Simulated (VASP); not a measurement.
# AlN (P6_3mc) in VASP: notebook

AlN is run at these levels: PBEsol; tasks: relaxation of cell and atoms, single point.

Everything below comes from runs of VASP 6.6.1. Logs are shortened: lines on timing, memory, paths and dates and some standing lists are left out, and cuts for length are marked.

**1. The cell of the first run**

The structure is hexagonal, space group P6_3mc (No. 186). Conventional cell: a = 3.114 Å, b = 3.114 Å, c = 4.983 Å, α = 90.00°, β = 90.00°, γ = 120.00°. Al (site symmetry 3m) has 4 N at 1.89 to 1.90 Å within 2.5 Å. N (site symmetry 3m) has 4 Al at 1.89 to 1.90 Å within 2.5 Å.

**2. Relaxation of cell and atoms, PBEsol, target pressure 4 GPa, at which the enthalpy is minimised**

INCAR reads:

```
SYSTEM = AlN
ALGO = Normal
EDIFF = 1E-6
EDIFFG = -0.002
ENCUT = 600
GGA = PS
IBRION = 2
ISIF = 3
ISMEAR = 0
LASPH = .True.
LCHARG = .False.
LREAL = .False.
LWAVE = .False.
NELM = 60
NSW = 100
PREC = Accurate
PSTRESS = 40.0
SIGMA = 0.01
```

KPOINTS reads:

```
k-points
0
Gamma
  8 8 6
  0 0 0
```

POSCAR reads:

```
AlN
1.0
    3.1138295412      0.0000000000      0.0000000000
   -1.5569147706      2.6966554857      0.0000000000
    0.0000000000      0.0000000000      4.9828520803
Al N
2 2
Direct
    0.3333333333      0.6666666667     -0.0010085627
    0.6666666667      0.3333333333      0.4989914373
    0.3333333333      0.6666666667      0.3810085627
    0.6666666667      0.3333333333      0.8810085627
```

Potentials or basis: VASP PAW PBE potentials, release 64 (Al, N).

Started as:

```sh
$ cat potpaw_PBE.64/Al/POTCAR potpaw_PBE.64/N/POTCAR > POTCAR
$ mpirun -np 1 vasp_std > vasp.out
```

OUTCAR:

```text
SYSTEM = AlN
   EDIFF = 1E-6
   EDIFFG = -0.002
   ENCUT = 600
   GGA = PS
   IBRION = 2
   ISIF = 3
   ISMEAR = 0
   LASPH = .True.
   LREAL = .False.
   NELM = 60
   NSW = 100
   PREC = Accurate
   PSTRESS = 40.0

 ion  position               nearest neighbor table
   1  0.333  0.667  0.999-   4 1.89   4 1.89   4 1.89   3 1.90   2 3.07   2 3.07   2 3.07   2 3.07
                             2 3.07   2 3.07
   2  0.667  0.333  0.499-   3 1.89   3 1.89   3 1.89   4 1.90   1 3.07   1 3.07   1 3.07   1 3.07
                             1 3.07   1 3.07
   3  0.333  0.667  0.381-   2 1.89   2 1.89   2 1.89   1 1.90
   4  0.667  0.333  0.881-   1 1.89   1 1.89   1 1.89   2 1.90

  LATTYP: Found a hexagonal cell.
 ALAT       =     3.1138295412
 C/A-ratio  =     1.6002327727

  Lattice vectors:

 A1 = (   3.1138295412,   0.0000000000,   0.0000000000)
 A2 = (  -1.5569147706,   2.6966554857,   0.0000000000)
 A3 = (   0.0000000000,   0.0000000000,   4.9828520803)

Analysis of symmetry for initial positions (statically):
=====================================================================
 Subroutine PRICEL returns:
 Original cell was already a primitive cell.

 Routine SETGRP: Setting up the symmetry group for a
 hexagonal supercell.

 Subroutine GETGRP returns: Found 12 space group operations
 (whereof  6 operations were pure point group operations)
 out of a pool of 24 trial point group operations.

The static configuration has the point symmetry C_3v.
 The point group associated with its full space group is C_6v.

Analysis of symmetry for dynamics (positions and initial velocities):
=====================================================================
 Subroutine PRICEL returns:
 Original cell was already a primitive cell.

 Routine SETGRP: Setting up the symmetry group for a
 hexagonal supercell.

 Subroutine GETGRP returns: Found 12 space group operations
 (whereof  6 operations were pure point group operations)
 out of a pool of 24 trial point group operations.

The dynamic configuration has the point symmetry C_3v.
 The point group associated with its full space group is C_6v.

 Subroutine INISYM returns: Found 12 space group operations
 (whereof  6 operations are pure point group operations),
 and found     1 'primitive' translations

----------------------------------------------------------------------------------------

                                     Primitive cell

  volume of cell :      41.8406

  direct lattice vectors                    reciprocal lattice vectors
     3.113829541  0.000000000  0.000000000     0.321147958  0.185414860  0.000000000
    -1.556914771  2.696655486  0.000000000     0.000000000  0.370829720  0.000000000
     0.000000000  0.000000000  4.982852080     0.000000000  0.000000000  0.200688277

  length of vectors
     3.113829541  3.113829541  4.982852080     0.370829720  0.370829720  0.200688277

  position of ions in fractional coordinates (direct lattice)
     0.333333333  0.666666667  0.998991437
     0.666666667  0.333333333  0.498991437
     0.333333333  0.666666667  0.381008563
     0.666666667  0.333333333  0.881008563

  ion indices of the primitive-cell ions
   primitive index   ion index
                 1           1
                 2           2
                 3           3
                 4           4

----------------------------------------------------------------------------------------

 KPOINTS: k-points

Automatic generation of k-mesh.
 Grid dimensions read from file:
 generate k-points for:    8    8    6

 Generating k-lattice:

  Cartesian coordinates                     Fractional coordinates (reciprocal lattice)
     0.040143495  0.023176858  0.000000000     0.125000000  0.000000000  0.000000000
     0.000000000  0.046353715  0.000000000     0.000000000  0.125000000  0.000000000
     0.000000000  0.000000000  0.033448046     0.000000000  0.000000000  0.166666667

  Length of vectors
     0.046353715  0.046353715  0.033448046

  Shift w.r.t. Gamma in fractional coordinates (k-lattice)
     0.000000000  0.000000000  0.000000000

 Subroutine IBZKPT returns following result:
 ===========================================

 Found     40 irreducible k-points:

 Following reciprocal coordinates:
            Coordinates               Weight
  0.000000  0.000000  0.000000      1.000000
  0.125000  0.000000  0.000000      6.000000
  0.250000  0.000000  0.000000      6.000000
  0.375000 -0.000000  0.000000      6.000000
  0.500000  0.000000  0.000000      3.000000
  0.125000  0.125000  0.000000      6.000000
[... 16 lines left out ...]
  0.250000  0.000000  0.333333     12.000000
  0.375000 -0.000000  0.333333     12.000000
 [... further k-points ...]
   k-points           NKPTS =     40   k-points in BZ     NKDIM =     40   number of bands    NBANDS=     12
   number of dos      NEDOS =    301   number of ions     NIONS =      4
   total plane-waves  NPLWV =  31360
   dimension x,y,z NGX =    28 NGY =   28 NGZ =   40
   dimension x,y,z NGXF=    56 NGYF=   56 NGZF=   80
   ions per type =               2   2
   NGX,Y,Z   is equivalent  to a cutoff of  14.95, 14.95, 13.35 a.u.
   NGXF,Y,Z  is equivalent  to a cutoff of  29.90, 29.90, 26.69 a.u.
 SYSTEM =  AlN
   PREC   = accura    normal or accurate (medium, high low for compatibility)
   ISTART =      0    job   : 0-new  1-cont  2-samecut
   ICHARG =      2    charge: 1-file 2-atom 10-const
   ISPIN  =      1    spin polarized calculation?
   LNONCOLLINEAR =      F non collinear calculations
   LSORBIT =      F    spin-orbit coupling
   LASPH  =      T    aspherical Exc in radial PAW
   ENCUT  =  600.0 eV  44.10 Ry    6.64 a.u.   6.22  6.22  9.95*2*pi/ulx,y,z
   NELM   =     60;   NELMIN=  2; NELMDL= -5     # of ELM steps
   EDIFF  = 0.1E-05   stopping-criterion for ELM
   LREAL  =      F    real-space projection
   EDIFFG = -.2E-02   stopping-criterion for IOM
   NSW    =    100    number of steps for IOM
   IBRION =      2    ionic relax: 0-MD 1-quasi-New 2-CG
   NFREE  =      1    steps in history (QN), initial steepest desc. (CG)
   ISIF   =      3    stress and relaxation
   ISYM   =      2    0-nonsym 1-usesym 2-fastsym
   POTIM  = 0.5000    time-step for ionic-motion
   TEBEG  =    0.0;   TEEND  =   0.0 temperature during run
   PSTRESS=   40.0 pullay stress
   NELECT =      16.0000    total number of electrons
   NUPDOWN=      -1.0000    fix difference up-down
   EMIN   =  10.00;   EMAX   =-10.00  energy-range for DOS
   EFERMI =   0.00;   METHOD = LEGACY
   ISMEAR =     0;   SIGMA  =   0.01  broadening in eV -4-tet -1-fermi 0-gaus
   EFERMI_NEDOS =   21; number of points for ismear=-14 and -15
   IALGO  =     38    algorithm
   IMIX   =      4    mixing-type and parameters
     AMIX     =   0.40;   BMIX     =  1.00
     AMIX_MAG =   1.60;   BMIX_MAG =  1.00
  volume/ion in A,a.u.               =      10.46        70.59
  Fermi-wavevector in a.u.,A,eV,Ry     =   1.188271  2.245506 19.211253  1.411987
  Thomas-Fermi vector in A             =   2.324404
   LORBIT       =      0    0 simple, 1 ext, 2 COOP (PROOUT), +10 PAW based schemes
   GGA     = PS    functional components
   LHFCALC =     F    Hartree Fock is set to
   AEXX    =    0.0000 exact exchange contribution
   IVDW    =     0    specifies the selected vdW correction
   LEPSILON=     F    determine dielectric tensor
   LRPA    =     F    only Hartree local field effects (RPA)
 conjugate gradient relaxation of ions
 non-spin polarized calculation
 Gauss-broadening in eV      SIGMA  =   0.01
  energy-cutoff  :      600.00
  volume of cell :       41.84
 maximum number of plane-waves:      1412
 NGX is ok and might be reduce to    28
   NGX = 13   NGY = 13   NGZ = 19

--------------------------------------- Ionic step        1  -------------------------------------------

 number of electron      15.9999999 magnetization

 Free energy of the ion-electron system (eV)
  ---------------------------------------------------
  ext. energy  EPLUGINS =         0.00000000
  ---------------------------------------------------
  free energy    TOTEN  =       -31.31566156 eV

  energy without entropy =      -31.31566156  energy(sigma->0) =      -31.31566156

------------------------ aborting loop because EDIFF is reached ----------------------------------------

  FORCE on cell =-STRESS in cart. coord.  units (eV):
  Direction    XX          YY          ZZ          XY          YZ          ZX
  --------------------------------------------------------------------------------------
  -------------------------------------------------------------------------------------
  Total       -0.0524232     -0.0524232     -0.0410910      0.0000000     -0.0000000      0.0000000
  in kB       -2.0074077     -2.0074077     -1.5734728      0.0000000     -0.0000000      0.0000000
  external PRESSURE =     -41.8627628 kB  Pullay stress =      40.0000000 kB

 VOLUME and BASIS-vectors are now :
 -----------------------------------------------------------------------------
  energy-cutoff  :      600.00
  volume of cell :       41.84
      direct lattice vectors                 reciprocal lattice vectors
     3.113829541  0.000000000  0.000000000     0.321147958  0.185414860  0.000000000
    -1.556914771  2.696655486  0.000000000     0.000000000  0.370829720  0.000000000
     0.000000000  0.000000000  4.982852080     0.000000000  0.000000000  0.200688277
[... 250 lines left out ...]
  FREE ENERGIE OF THE ION-ELECTRON SYSTEM (eV)
  ---------------------------------------------------
  free  energy   TOTEN  =       -31.3062621050 eV

  energy  without entropy=      -31.3062621050  energy(sigma->0) =      -31.30626211

  enthalpy is  TOTEN    =       -30.2818122838 eV   P V=        1.0244498212

--------------------------------------- Ionic step        8  -------------------------------------------

 number of electron      16.0000000 magnetization

 Free energy of the ion-electron system (eV)
  ---------------------------------------------------
  ext. energy  EPLUGINS =         0.00000000
  ---------------------------------------------------
  free energy    TOTEN  =       -31.30601486 eV

  energy without entropy =      -31.30601486  energy(sigma->0) =      -31.30601486

 E-fermi :   6.3407     XC(G=0): -11.1863

 val. band max:        6.2543047024   @ k =   0.0000   0.0000   0.0000
 cond. band min:      10.5301054847   @ k =   0.0000   0.0000   0.0000
 fundamental gap:      4.2758007823
 Fermi energy:         6.3407143739

 k-point     1 :       0.0000    0.0000    0.0000
  band No.  band energies     occupation
      1      -9.0406      2.00000
      2      -6.7920      2.00000
      3       0.1075      2.00000
      4       5.3465      2.00000
      5       5.3465      2.00000
      6       6.0094      2.00000
      7       6.0094      2.00000
      8       6.2543      2.00000
      9      10.5301      0.00000
     10      12.9490      0.00000
     11      16.9070      0.00000
     12      17.3890      0.00000

 k-point     2 :       0.1250    0.0000    0.0000
  band No.  band energies     occupation
      1      -8.8367      2.00000
      2      -6.6782      2.00000
      3       0.3480      2.00000
      4       4.4600      2.00000
      5       5.0970      2.00000
      6       5.1825      2.00000
      7       5.9743      2.00000
      8       6.1601      2.00000
      9      11.3574      0.00000
     10      13.6829      0.00000
     11      16.0194      0.00000
     12      16.3070      0.00000
[... 316 lines left out ...]
 k-point    24 :       0.3750   -0.0000    0.3333
  band No.  band energies     occupation
      1      -7.1966      2.00000
      2      -6.5592      2.00000
      3       0.8395      2.00000
      4       1.5032      2.00000
      5       3.7623      2.00000
      6       4.5310      2.00000
      7       5.2116      2.00000
      8       5.2725      2.00000
      9      11.5041      0.00000
     10      12.3817      0.00000
     11      15.2794      0.00000
     12      16.2398      0.00000

 [... further k-points ...]
[... 5 lines left out ...]
  --------------------------------------------------------------------------------------
  -------------------------------------------------------------------------------------
  Total        1.0220688      1.0220688      1.0197779      0.0000000      0.0000000      0.0000000
  in kB       39.9169160     39.9169160     39.8274441      0.0000000      0.0000000      0.0000000
  external PRESSURE =      -0.1129080 kB  Pullay stress =      40.0000000 kB

 VOLUME and BASIS-vectors are now :
 -----------------------------------------------------------------------------
  energy-cutoff  :      600.00
  volume of cell :       41.02
      direct lattice vectors                 reciprocal lattice vectors
     3.094758594  0.000000000  0.000000000     0.323126981  0.186557449 -0.000000000
    -1.547379297  2.680139561 -0.000000000     0.000000000  0.373114898 -0.000000000
    -0.000000000  0.000000000  4.945948106    -0.000000000  0.000000000  0.202185704

 POSITION                                       TOTAL-FORCE (eV/Angst)
 -----------------------------------------------------------------------------------
     -0.00000      1.78676      4.94000         0.000000     -0.000000     -0.000447
      1.54738      0.89338      2.46702         0.000000     -0.000000     -0.000447
     -0.00000      1.78676      1.88541        -0.000000      0.000000      0.000447
      1.54738      0.89338      4.35838        -0.000000      0.000000      0.000447
 -----------------------------------------------------------------------------------
    total drift:                               -0.000000      0.000000     -0.000111

  FREE ENERGIE OF THE ION-ELECTRON SYSTEM (eV)
  ---------------------------------------------------
  free  energy   TOTEN  =       -31.3060148613 eV

  energy  without entropy=      -31.3060148613  energy(sigma->0) =      -31.30601486

  enthalpy is  TOTEN    =       -30.2818186826 eV   P V=        1.0241961787

 reached required accuracy - stopping structural energy minimisation
```

Wall time 38 s (1 thread of Intel Xeon 6975P-C (Granite Rapids), shared host); peak memory 0.18 GiB.

Results:

| Property | Result |
| --- | --- |
| Free energy | -31.3060 eV |
| Relaxed volume | 10.26 Å³/atom |
| Relaxed cell | a = 3.095 Å, b = 3.095 Å, c = 4.946 Å, α = 90.00°, β = 90.00°, γ = 120.00° |
| Space group after relaxing (to 0.05 Å) | P6_3mc (No. 186) |
| Energy change on relaxing (the enthalpy is what falls) | +2.4 meV/atom |
| Ionic steps | 8 |
| Pressure after relaxing | 4.0 GPa |
| Band gap on the k mesh | 4.28 eV, direct |

Step by step:
```
step  energy change (eV)  largest force (eV/Å)  pressure (GPa)  volume (Å³)
   1              0.0000                0.0003           -0.19        41.84
   2              0.0415                0.0150            8.56        40.21
   3              0.0095                0.0076            3.98        41.03
   4              0.0099                0.0078            4.06        41.01
   5              0.0100                0.0093            4.06        41.01
   6              0.0100                0.0103            4.06        41.01
   7              0.0094                0.0070            3.94        41.03
   8              0.0096                0.0004            3.99        41.02
```

Final structure:
```yaml
crystal:
  lattice:
    - [3.09476, 0.00000, 0.00000]
    - [-1.54738, 2.68014, 0.00000]
    - [0.00000, 0.00000, 4.94595]
  atoms:
    - { symbol: Al, position: [0.33333, 0.66667, 0.99880] }
    - { symbol: Al, position: [0.66667, 0.33333, 0.49880] }
    - { symbol: N, position: [0.33333, 0.66667, 0.38120] }
    - { symbol: N, position: [0.66667, 0.33333, 0.88120] }
```

Levels at points of the mesh, in eV from the valence-band top:
```csv
k point,band 4,band 5,band 6,band 7,band 8,band 9,band 10,band 11,band 12
"(0.00, 0.00, 0.00)",-0.91,-0.91,-0.24,-0.24,0.00,4.28,6.69,10.65,11.13
"(0.50, 0.00, 0.00)",-4.25,-3.43,-2.16,-1.84,-0.72,5.72,5.72,8.23,10.29
"(0.00, 0.00, 0.50)",-3.39,-0.59,-0.59,-0.59,-0.59,6.52,6.52,10.35,10.35
"(0.50, 0.00, 0.50)",-5.75,-1.52,-1.52,-1.40,-1.40,5.23,5.23,9.23,9.23
```

Caveat: the cell is relaxed towards a set pressure, so the enthalpy falls and the energy may rise; the PAW data sets were made with another functional, which shifts forces and pressure a little. A k mesh can miss the band edges.

**3. Relaxation of cell and atoms, PBEsol, target pressure 7 GPa, at which the enthalpy is minimised**

INCAR reads:

```
SYSTEM = AlN
PREC = Accurate
ENCUT = 600
EDIFF = 1E-6
ISMEAR = 0
SIGMA = 0.01
LREAL = .FALSE.
LASPH = .TRUE.
NELM = 60
ALGO = Normal
ISIF = 3
LWAVE = .FALSE.
LCHARG = .FALSE.
GGA = PS
IBRION = 2
NSW = 100
EDIFFG = -0.002
PSTRESS = 70.0
```

KPOINTS reads:

```
regular mesh
0
G
  8 8 6
  0 0 0
```

POSCAR is that of step 2.

Potentials or basis: VASP PAW PBE potentials, release 64 (Al, N).

Started as:

```sh
$ cat potpaw_PBE.64/Al/POTCAR potpaw_PBE.64/N/POTCAR > POTCAR
$ mpirun -np 1 vasp_std > vasp.out
```

It took 36 s on 1 thread of Intel Xeon 6975P-C (Granite Rapids), shared host; peak memory 0.18 GiB.

Results (log left out):

| Property | Result |
| --- | --- |
| Free energy | -31.2873 eV |
| Relaxed volume | 10.12 Å³/atom |
| Relaxed cell | a = 3.082 Å, b = 3.082 Å, c = 4.920 Å, α = 90.00°, β = 90.00°, γ = 120.00° |
| Space group after relaxing (to 0.05 Å) | P6_3mc (No. 186) |
| Energy change on relaxing (the enthalpy is what falls) | +7.1 meV/atom |
| Ionic steps | 8 |
| Pressure after relaxing | 7.0 GPa |
| Band gap on the k mesh | 4.39 eV, direct |

The path:
```tsv
step	energy change (eV)	largest force (eV/Å)	pressure (GPa)	volume (Å³)
1	0.0000	0.0003	-0.19	41.84
2	0.1278	0.0283	15.73	39.06
3	0.0278	0.0134	6.94	40.49
4	0.0290	0.0137	7.09	40.46
5	0.0291	0.0167	7.09	40.46
6	0.0292	0.0189	7.09	40.46
7	0.0277	0.0143	6.90	40.49
8	0.0283	0.0004	6.98	40.48
```

Final structure:
```
Al N
1.0
     3.08204    0.00000    0.00000
    -1.54102    2.66913    0.00000
     0.00000    0.00000    4.92026
Al N
2 2
Cartesian
  0.0000 1.7794 4.9136
  1.5410 0.8897 2.4534
  0.0000 1.7794 1.8764
  1.5410 0.8897 4.3365
```

Levels at points of the mesh, in eV from the valence-band top:
```
           k point  band 5  band 6  band 7  band 8  band 9  band 10  band 11  band 12
(0.00, 0.00, 0.00)   -0.93   -0.26   -0.26    0.00    4.39     6.79    10.76    11.21
(0.50, 0.00, 0.00)   -3.47   -2.19   -1.87   -0.73    5.74     5.75     8.33    10.38
(0.00, 0.00, 0.50)   -0.61   -0.61   -0.61   -0.61    6.63     6.63    10.46    10.46
(0.50, 0.00, 0.50)   -1.55   -1.55   -1.42   -1.42    5.27     5.27     9.30     9.30
```

Caveat: the cell is relaxed towards a set pressure, so the enthalpy falls and the energy may rise; the PAW data sets were made with another functional, which shifts forces and pressure a little. A k mesh can miss the band edges.

(Continued in part 2 of 2.)
